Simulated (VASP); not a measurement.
Runs of VASP 6.6.1 on InSe. The structure is monoclinic, space group C2/m (No. 12). Conventional cell: a = 11.736 Å, b = 4.110 Å, c = 4.610 Å, α = 90.00°, β = 110.30°, γ = 90.00°. In (site symmetry m) has 5 Se at 2.58 to 3.51 Å and 3 In at 2.74 to 3.74 Å within 3.8 Å. Within 3.6 Å of Se (site symmetry m) lie 5 In at 2.58 to 3.51 Å and 3 Se at 3.51 to 3.52 Å. 

| k mesh | gap on the mesh (eV) | pressure (GPa) | largest force (eV/Å) |
| --- | --- | --- | --- |
| 5 × 5 × 4 | 1.02 | -0.1 | 0.70 |
| 5 × 5 × 5 | 1.01 | -0.1 | 0.70 |
| 3 × 3 × 3 | (a) | (b) | 0.65 |
| 3 × 3 × 2 | 1.38 | -0.1 | 0.55 |
| 4 × 4 × 3 | 1.00 | -0.1 | 0.74 |

Alike in all rows: task single point; level PBEsol; potentials or basis VASP PAW PBE potentials, release 64 (In_d, Se); no spin polarisation; cell as given; cutoff (eV) 520; smearing gaussian 0.01 eV.

**Question.** Estimate the missing entries.

**Answer.** (a) 1.05; (b) 0.1.

Caveats: some runs use coarse meshes; the PAW data sets were made with another functional, which shifts forces and pressure a little; spin-orbit coupling is left out, which moves the levels of the heavy elements; an odd mesh through Γ misses points on the zone boundary, where band edges can lie.

A k mesh can miss the band edges, and the runs leave out spin-orbit coupling on In, Se.
